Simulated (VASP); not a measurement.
# SnO2 (P4_2/mnm) in VASP: further runs

SnO2 is run at these levels: PBE, PBEsol, LDA; tasks: relaxation of cell and atoms.

Everything below comes from runs of VASP 6.6.1. Logs are shortened: lines on timing, memory, paths and dates and some standing lists are left out, and cuts for length are marked.

**1. The cell of the first run**

It takes space group P4_2/mnm (No. 136, tetragonal). Conventional cell: a = 4.779 Å, b = 4.779 Å, c = 3.154 Å, α = 90.00°, β = 90.00°, γ = 90.00°. Within 2.7 Å of Sn (site symmetry mmm) lie 6 O at 2.06 Å. O (site symmetry m2m) has 3 Sn at 2.06 Å and 1 O at 2.64 Å within 2.7 Å.

**2. Relaxation of cell and atoms, PBE**

File INCAR:

```
  PREC = Accurate
  ENCUT = 600
  EDIFF = 1E-7
  ISMEAR = -1
  SIGMA = 0.02
  LREAL = False
  LASPH = True
  NELM = 100
  ALGO = Normal
  ISIF = 3
  LWAVE = False
  LCHARG = False
  GGA = PE
  IBRION = 2
  NSW = 80
  EDIFFG = -0.005
```

File KPOINTS:

```
regular mesh
0
Gamma
  6 6 8
```

File POSCAR:

```
SnO2
1.0
    4.7787740800      0.0000000000      0.0000000000
    0.0000000000      4.7787740800      0.0000000000
    0.0000000000      0.0000000000      3.1539908928
Sn O
2 4
Direct
    0.0000000000      0.0000000000      0.0000000000
    0.5000000000      0.5000000000      0.5000000000
    0.3050000000      0.3050000000      0.0000000000
    0.1950000000      0.8050000000      0.5000000000
    0.8050000000      0.1950000000      0.5000000000
    0.6950000000      0.6950000000      0.0000000000
```

Potentials or basis: VASP PAW PBE potentials, release 64 (Sn_d, O).

The run is started by

```console
$ cat potpaw_PBE.64/Sn_d/POTCAR potpaw_PBE.64/O/POTCAR > POTCAR
$ mpirun -np 1 vasp_std > vasp.out
```

OUTCAR:

```text
PREC = Accurate
   ENCUT = 600
   EDIFF = 1E-7
   ISMEAR = -1
   LREAL = False
   LASPH = True
   NELM = 100
   ISIF = 3
   GGA = PE
   IBRION = 2
   NSW = 80
   EDIFFG = -0.005

 ion  position               nearest neighbor table
   1  0.000  0.000  0.000-   4 2.06   5 2.06   4 2.06   5 2.06   3 2.06   6 2.06   2 3.73   2 3.73
                             2 3.73   2 3.73   2 3.73   2 3.73   2 3.73   2 3.73
   2  0.500  0.500  0.500-   3 2.06   6 2.06   3 2.06   6 2.06   5 2.06   4 2.06   1 3.73   1 3.73
                             1 3.73   1 3.73   1 3.73   1 3.73   1 3.73   1 3.73
   3  0.305  0.305  0.000-   2 2.06   2 2.06   1 2.06
   4  0.195  0.805  0.500-   1 2.06   1 2.06   2 2.06
   5  0.805  0.195  0.500-   1 2.06   1 2.06   2 2.06
   6  0.695  0.695  0.000-   2 2.06   2 2.06   1 2.06

  LATTYP: Found a simple tetragonal cell.
 ALAT       =     4.7787740800
 C/A-ratio  =     0.6600000000

  Lattice vectors:

 A1 = (   4.7787740800,   0.0000000000,   0.0000000000)
 A2 = (   0.0000000000,   4.7787740800,   0.0000000000)
 A3 = (   0.0000000000,   0.0000000000,   3.1539908928)

Analysis of symmetry for initial positions (statically):
=====================================================================
 Subroutine PRICEL returns:
 Original cell was already a primitive cell.

 Routine SETGRP: Setting up the symmetry group for a
 simple tetragonal supercell.

 Subroutine GETGRP returns: Found 16 space group operations
 (whereof  8 operations were pure point group operations)
 out of a pool of 16 trial point group operations.

The static configuration has the point symmetry D_2h.
 The point group associated with its full space group is D_4h.

Analysis of symmetry for dynamics (positions and initial velocities):
=====================================================================
 Subroutine PRICEL returns:
 Original cell was already a primitive cell.

 Routine SETGRP: Setting up the symmetry group for a
 simple tetragonal supercell.

 Subroutine GETGRP returns: Found 16 space group operations
 (whereof  8 operations were pure point group operations)
 out of a pool of 16 trial point group operations.

The dynamic configuration has the point symmetry D_2h.
 The point group associated with its full space group is D_4h.

 Subroutine INISYM returns: Found 16 space group operations
 (whereof  8 operations are pure point group operations),
 and found     1 'primitive' translations

----------------------------------------------------------------------------------------

                                     Primitive cell

  volume of cell :      72.0267

  direct lattice vectors                    reciprocal lattice vectors
     4.778774080  0.000000000  0.000000000     0.209258689  0.000000000  0.000000000
     0.000000000  4.778774080  0.000000000     0.000000000  0.209258689  0.000000000
     0.000000000  0.000000000  3.153990893     0.000000000  0.000000000  0.317058620

  length of vectors
     4.778774080  4.778774080  3.153990893     0.209258689  0.209258689  0.317058620

  position of ions in fractional coordinates (direct lattice)
     0.000000000  0.000000000  0.000000000
     0.500000000  0.500000000  0.500000000
     0.305000000  0.305000000  0.000000000
     0.195000000  0.805000000  0.500000000
     0.805000000  0.195000000  0.500000000
     0.695000000  0.695000000  0.000000000

  ion indices of the primitive-cell ions
   primitive index   ion index
                 1           1
                 2           2
                 3           3
                 4           4
                 5           5
                 6           6

----------------------------------------------------------------------------------------

 KPOINTS: regular mesh

Automatic generation of k-mesh.
 Grid dimensions read from file:
 generate k-points for:    6    6    8

 Generating k-lattice:

  Cartesian coordinates                     Fractional coordinates (reciprocal lattice)
     0.034876448  0.000000000  0.000000000     0.166666667  0.000000000  0.000000000
     0.000000000  0.034876448  0.000000000     0.000000000  0.166666667  0.000000000
     0.000000000  0.000000000  0.039632328     0.000000000  0.000000000  0.125000000

  Length of vectors
     0.034876448  0.034876448  0.039632328

  Shift w.r.t. Gamma in fractional coordinates (k-lattice)
     0.000000000  0.000000000  0.000000000

 Subroutine IBZKPT returns following result:
 ===========================================

 Found     50 irreducible k-points:

 Following reciprocal coordinates:
            Coordinates               Weight
  0.000000  0.000000  0.000000      1.000000
  0.166667  0.000000  0.000000      4.000000
  0.333333  0.000000  0.000000      4.000000
  0.500000  0.000000  0.000000      2.000000
  0.166667  0.166667  0.000000      4.000000
  0.333333  0.166667  0.000000      8.000000
[... 16 lines left out ...]
  0.333333  0.000000  0.250000      8.000000
  0.500000  0.000000  0.250000      4.000000
 [... further k-points ...]
   k-points           NKPTS =     50   k-points in BZ     NKDIM =     50   number of bands    NBANDS=     31
   number of dos      NEDOS =    301   number of ions     NIONS =      6
   total plane-waves  NPLWV =  44800
   dimension x,y,z NGX =    40 NGY =   40 NGZ =   28
   dimension x,y,z NGXF=    80 NGYF=   80 NGZF=   56
   ions per type =               2   4
   NGX,Y,Z   is equivalent  to a cutoff of  13.92, 13.92, 14.76 a.u.
   NGXF,Y,Z  is equivalent  to a cutoff of  27.83, 27.83, 29.52 a.u.
 SYSTEM =  unknown system
   PREC   = accura    normal or accurate (medium, high low for compatibility)
   ISTART =      0    job   : 0-new  1-cont  2-samecut
   ICHARG =      2    charge: 1-file 2-atom 10-const
   ISPIN  =      1    spin polarized calculation?
   LNONCOLLINEAR =      F non collinear calculations
   LSORBIT =      F    spin-orbit coupling
   LASPH  =      T    aspherical Exc in radial PAW
   ENCUT  =  600.0 eV  44.10 Ry    6.64 a.u.   9.54  9.54  6.30*2*pi/ulx,y,z
   NELM   =    100;   NELMIN=  2; NELMDL= -5     # of ELM steps
   EDIFF  = 0.1E-06   stopping-criterion for ELM
   LREAL  =      F    real-space projection
   EDIFFG = -.5E-02   stopping-criterion for IOM
   NSW    =     80    number of steps for IOM
   IBRION =      2    ionic relax: 0-MD 1-quasi-New 2-CG
   NFREE  =      1    steps in history (QN), initial steepest desc. (CG)
   ISIF   =      3    stress and relaxation
   ISYM   =      2    0-nonsym 1-usesym 2-fastsym
   POTIM  = 0.5000    time-step for ionic-motion
   TEBEG  =    0.0;   TEEND  =   0.0 temperature during run
   PSTRESS=    0.0 pullay stress
   NELECT =      52.0000    total number of electrons
   NUPDOWN=      -1.0000    fix difference up-down
   EMIN   =  10.00;   EMAX   =-10.00  energy-range for DOS
   EFERMI =   0.00;   METHOD = LEGACY
   ISMEAR =    -1;   SIGMA  =   0.02  broadening in eV -4-tet -1-fermi 0-gaus
   EFERMI_NEDOS =   21; number of points for ismear=-14 and -15
   IALGO  =     38    algorithm
   IMIX   =      4    mixing-type and parameters
     AMIX     =   0.40;   BMIX     =  1.00
     AMIX_MAG =   1.60;   BMIX_MAG =  1.00
  volume/ion in A,a.u.               =      12.00        81.01
  Fermi-wavevector in a.u.,A,eV,Ry     =   1.468627  2.775302 29.345928  2.156865
  Thomas-Fermi vector in A             =   2.584102
   LORBIT       =      0    0 simple, 1 ext, 2 COOP (PROOUT), +10 PAW based schemes
   GGA     = PE    functional components
   LHFCALC =     F    Hartree Fock is set to
   AEXX    =    0.0000 exact exchange contribution
   IVDW    =     0    specifies the selected vdW correction
   LEPSILON=     F    determine dielectric tensor
   LRPA    =     F    only Hartree local field effects (RPA)
 conjugate gradient relaxation of ions
 non-spin polarized calculation
  energy-cutoff  :      600.00
  volume of cell :       72.03
 maximum number of plane-waves:      2448
 NGX is ok and might be reduce to    40
   NGX = 19   NGY = 19   NGZ = 13

--------------------------------------- Ionic step        1  -------------------------------------------

 number of electron      52.0000007 magnetization

 Free energy of the ion-electron system (eV)
  ---------------------------------------------------
  ext. energy  EPLUGINS =         0.00000000
  ---------------------------------------------------
  free energy    TOTEN  =       -37.18622457 eV

  energy without entropy =      -37.18622457  energy(sigma->0) =      -37.18622457

------------------------ aborting loop because EDIFF is reached ----------------------------------------

  FORCE on cell =-STRESS in cart. coord.  units (eV):
  Direction    XX          YY          ZZ          XY          YZ          ZX
  --------------------------------------------------------------------------------------
  -------------------------------------------------------------------------------------
  Total        3.6841313      3.6841313      6.5532576     -0.0000000      0.0000000      0.0000000
  in kB       81.9506200     81.9506200    145.7720917     -0.0000000      0.0000000      0.0000000
  external PRESSURE =     103.2244439 kB  Pullay stress =       0.0000000 kB
[... 101 lines left out ...]
  FREE ENERGIE OF THE ION-ELECTRON SYSTEM (eV)
  ---------------------------------------------------
  free  energy   TOTEN  =       -37.3073080091 eV

  energy  without entropy=      -37.3073080082  energy(sigma->0) =      -37.30730801

[... ionic steps 4 to 8 ...]

--------------------------------------- Ionic step        9  -------------------------------------------

 number of electron      52.0000000 magnetization

------------------------ aborting loop because EDIFF is reached ----------------------------------------

  FORCE on cell =-STRESS in cart. coord.  units (eV):
  Direction    XX          YY          ZZ          XY          YZ          ZX
  --------------------------------------------------------------------------------------
  -------------------------------------------------------------------------------------
  Total       -0.0527832     -0.0527832     -0.0347248      0.0000000      0.0000000      0.0000000
  in kB       -1.1172615     -1.1172615     -0.7350198      0.0000000      0.0000000      0.0000000
  external PRESSURE =      -0.9898476 kB  Pullay stress =       0.0000000 kB
[... 65 lines left out ...]
  energy  without entropy=      -37.3128758661  energy(sigma->0) =      -37.31287587

--------------------------------------- Ionic step       11  -------------------------------------------

 number of electron      52.0000001 magnetization

 Free energy of the ion-electron system (eV)
  ---------------------------------------------------
  ext. energy  EPLUGINS =         0.00000000
  ---------------------------------------------------
  free energy    TOTEN  =       -37.31288132 eV

  energy without entropy =      -37.31288132  energy(sigma->0) =      -37.31288132

 E-fermi :   5.8238     XC(G=0): -10.9639

 val. band max:        5.5035393749   @ k =   0.0000   0.0000   0.0000
 cond. band min:       6.1428444895   @ k =   0.0000   0.0000   0.0000
 fundamental gap:      0.6393051145
 Fermi energy:         5.8238046363

 k-point     1 :       0.0000    0.0000    0.0000
  band No.  band energies     occupation
      1     -15.5286      2.00000
      2     -14.8681      2.00000
      3     -14.6803      2.00000
      4     -14.6526      2.00000
      5     -14.6526      2.00000
      6     -14.5888      2.00000
[... 805 lines left out ...]
     30      13.8801      0.00000
     31      14.5236      0.00000

 [... further k-points ...]

------------------------ aborting loop because EDIFF is reached ----------------------------------------

  FORCE on cell =-STRESS in cart. coord.  units (eV):
  Direction    XX          YY          ZZ          XY          YZ          ZX
  --------------------------------------------------------------------------------------
  -------------------------------------------------------------------------------------
  Total        0.0024591      0.0024591      0.0005092      0.0000000      0.0000000      0.0000000
  in kB        0.0520850      0.0520850      0.0107843      0.0000000      0.0000000      0.0000000
  external PRESSURE =       0.0383181 kB  Pullay stress =       0.0000000 kB
[... 21 lines left out ...]
  FREE ENERGIE OF THE ION-ELECTRON SYSTEM (eV)
  ---------------------------------------------------
  free  energy   TOTEN  =       -37.3128813232 eV

  energy  without entropy=      -37.3128813227  energy(sigma->0) =      -37.31288132

 reached required accuracy - stopping structural energy minimisation
```

Wall time 5.2 min (1 thread of Intel Xeon 6975P-C (Granite Rapids), shared host); peak memory 0.28 GiB.

What came out:

- Free energy: -37.3129 eV
- Relaxed volume: 12.61 Å³/atom
- Relaxed cell: a = 4.830 Å, b = 4.830 Å, c = 3.242 Å, α = 90.00°, β = 90.00°, γ = 90.00°
- Space group after relaxing (to 0.1 Å): P4_2/mnm (No. 136)
- Energy gained by relaxing: 21.1 meV/atom
- Ionic steps: 11
- Pressure after relaxing: 0.0 GPa
- Band gap on the k mesh: 0.64 eV

The path:
| step | energy change (eV) | largest force (eV/Å) | pressure (GPa) | volume (Å³) |
| --- | --- | --- | --- | --- |
| 1 | 0.0000 | 0.0143 | 10.32 | 72.03 |
| 2 | 0.0391 | 0.3658 | -9.67 | 80.38 |
| 3 | -0.1211 | 0.2045 | -0.23 | 75.72 |
| 4 | -0.1211 | 0.2010 | -0.05 | 75.64 |
| 5 | -0.1262 | 0.0395 | 0.00 | 75.66 |
| 6 | -0.1265 | 0.0134 | 0.03 | 75.67 |
| 7 | -0.1265 | 0.0089 | 0.03 | 75.67 |
| 8 | -0.1266 | 0.0017 | -0.08 | 75.69 |
| 9 | -0.1266 | 0.0034 | -0.10 | 75.69 |
| 10 | -0.1267 | 0.0004 | 0.06 | 75.62 |
| 11 | -0.1267 | 0.0014 | 0.00 | 75.64 |

Final structure:
```
Sn O
1.0
     4.83010    0.00000    0.00000
     0.00000    4.83010    0.00000
     0.00000    0.00000    3.24233
Sn O
2 4
Direct
  0.00000 0.00000 0.00000
  0.50000 0.50000 0.50000
  0.30652 0.30652 0.00000
  0.19348 0.80652 0.50000
  0.80652 0.19348 0.50000
  0.69348 0.69348 0.00000
```

Caveat: spin-orbit coupling is left out, which moves the levels of the heavy elements.

[end of part 1 of 2]
